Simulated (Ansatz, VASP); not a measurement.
## One calculation of CeO2, two programs

INCAR

```
PREC = Accurate
ENCUT = 910
EDIFF = 1E-6
ISMEAR = 0
SIGMA = 0.05
LREAL = False
LASPH = True
NELM = 200
ALGO = Normal
ISIF = 2
LWAVE = False
LCHARG = False
LMAXMIX = 6
LDAU = True
LDAUTYPE = 2
LDAUL = 3 -1
LDAUU = 5 0
LDAUJ = 0 0
LDAUPRINT = 1
GGA = PE
NBANDS = 19
GGA_COMPAT = False
```

File KPOINTS:

```
regular mesh
0
Gamma
  12 12 12
```

POSCAR

```
CeO2
1.0
    0.0000000000      2.7540321272      2.7540321272
    2.7540321272      0.0000000000      2.7540321272
    2.7540321272      2.7540321272      0.0000000000
Ce O
1 2
Direct
    0.0000000000      0.0000000000      0.0000000000
    0.2500000000      0.2500000000      0.2500000000
    0.7500000000      0.7500000000      0.7500000000
```

Input for Ansatz:

```yaml
crystal:
  lattice:
    - [0.0, 2.7540321272, 2.7540321272]
    - [2.7540321272, 0.0, 2.7540321272]
    - [2.7540321272, 2.7540321272, 0.0]
  atoms:
    - { symbol: Ce, position: [0.0, 0.0, 0.0] }
    - { symbol: O, position: [0.25, 0.25, 0.25] }
    - { symbol: O, position: [0.75, 0.75, 0.75] }
basis:
  ecutwfc: 420
  ecutrho_ratio: 4
kpoints:
  mp_grid: { grid: [12, 12, 12] }
hamiltonian:
  xc: pbe
  hubbard: { sites: [{ species: Ce, l: f, u_eff: 5.0 }] }
scf:
  occupations: { method: gaussian, width: 0.05 }
output:
  forces: true
  stress: true
  eigenvalues: true
  populations: true
  hubbard: { sites: [{ species: Ce, l: f }] }
```

Alike in both runs: task single point; functional PBE; k mesh 12 × 12 × 12; occupations gaussian, width 0.05 eV; no spin polarisation; Hubbard terms Ce f U = 5.0 eV.

|  | VASP | Ansatz |
| --- | --- | --- |
| version | VASP 6.6.1 | Ansatz 0.2.0 |
| potentials or method | VASP PAW PBE potentials, release 64 (Ce, O_h), cutoff 910 eV | scalar-relativistic, plane waves, PAW |
| valence electrons in the cell | 24 | 24 |

```csv
,VASP,Ansatz,Ansatz less VASP
gap on the k mesh at the Fermi level (eV),2.24,2.19,-0.045
least direct gap on the mesh (eV),2.43,2.35,-0.084
```

The programs project onto different local orbitals, so the same U acts differently, and such runs can settle in different states.

Neither program's run includes spin-orbit coupling. Noted on VASP's run: the cutoff is under 1.25 times that of the potentials, so the pressure is a little rough.
